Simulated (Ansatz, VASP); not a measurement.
# SiC in VASP and in Ansatz

```xyz
4
Lattice="3.0760 0.0000 0.0000 -1.5380 2.6639 0.0000 0.0000 0.0000 5.0480" Properties=species:S:1:pos:R:3 pbc="T T T"
Si    1.5380    0.8880    2.5240
Si    0.0000    1.7759    0.0000
C     1.5380    0.8880    4.4675
C     0.0000    1.7759    1.9435
```

Alike in both runs: functional PBE0; k mesh 6 × 6 × 3; occupations fermi-dirac, width 0.05 eV; no spin polarisation.

|  | VASP | Ansatz |
| --- | --- | --- |
| version | VASP 6.6.1 | Ansatz 0.2.0 |
| potentials or method | VASP PAW PBE potentials, release 64 (Si, C) | Ansatz PAW |
| plane-wave cutoff (eV) | 520 | 420 |
| valence electrons in the cell | 16 | 16 |
| task | single point | projected density of states |

```tsv
	VASP	Ansatz	Ansatz less VASP
gap on the k mesh at the Fermi level (eV)	3.93	3.91	-0.028
least direct gap on the mesh (eV)	5.94	5.92	-0.025
pressure (GPa)	-1.6	-1.2	+0.41
traceless stress, the component that is largest in VASP (GPa)	-3.15	-3.24	-0.095
rms of the force components (eV/Å)	0.446	0.446	+0.0004
```

Atom by atom the forces differ by 0.000 eV/Å (rms over components).

Noted on Ansatz's run: odd divisions of the mesh miss points on the zone boundary, where band edges often lie, so the gap on the mesh can be too wide.
